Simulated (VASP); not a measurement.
A run of VASP 6.6.1 is set up as follows.

The input INCAR:

```
ALGO = Normal
EDIFF = 1E-6
ENCUT = 520
GGA = PE
ISIF = 2
ISMEAR = 0
LASPH = True
LCHARG = True
LELF = True
LREAL = False
LVHAR = True
LWAVE = False
NBANDS = 21
NELM = 100
PREC = Accurate
SIGMA = 0.2
```

KPOINTS

```
k-points
0
Gamma
  6 6 4
```

File POSCAR:

```
Si
1.0
   -3.3795999264     -1.9539186384     -0.0951042377
   -0.1120292780     -0.0005882701      4.1161895270
   -3.3845080639      5.8510002285     -0.0925051195
Si
6
Direct
    0.9165694834      0.6670406124      0.5833139880
    0.4166863922      0.6664089981      0.0832681329
    0.6676619122      0.3330376846      0.8335057600
    0.1658543502      0.3332600115      0.3331425809
    0.1674710482      0.0001423370      0.8332861992
    0.6657568139      0.0001103565      0.3334833390
```

Potentials or basis: VASP PAW PBE potentials, release 64 (Si).

Run with:

```bash
$ cat potpaw_PBE.64/Si/POTCAR > POTCAR
$ mpirun -np 1 vasp_std > vasp.out
```

**Question.** Estimate the pressure.

**Answer.** -0.1 GPa.

**Question.** Estimate the largest force.

**Answer.** 0.008 eV/Å.

Forces in eV/Å, atoms in the order of the input:
```
Si  -0.001 -0.002 -0.003
Si   0.000 -0.001  0.003
Si   0.005  0.001  0.006
Si  -0.006  0.003 -0.002
Si   0.004  0.000 -0.005
Si  -0.001  0.000  0.001
```
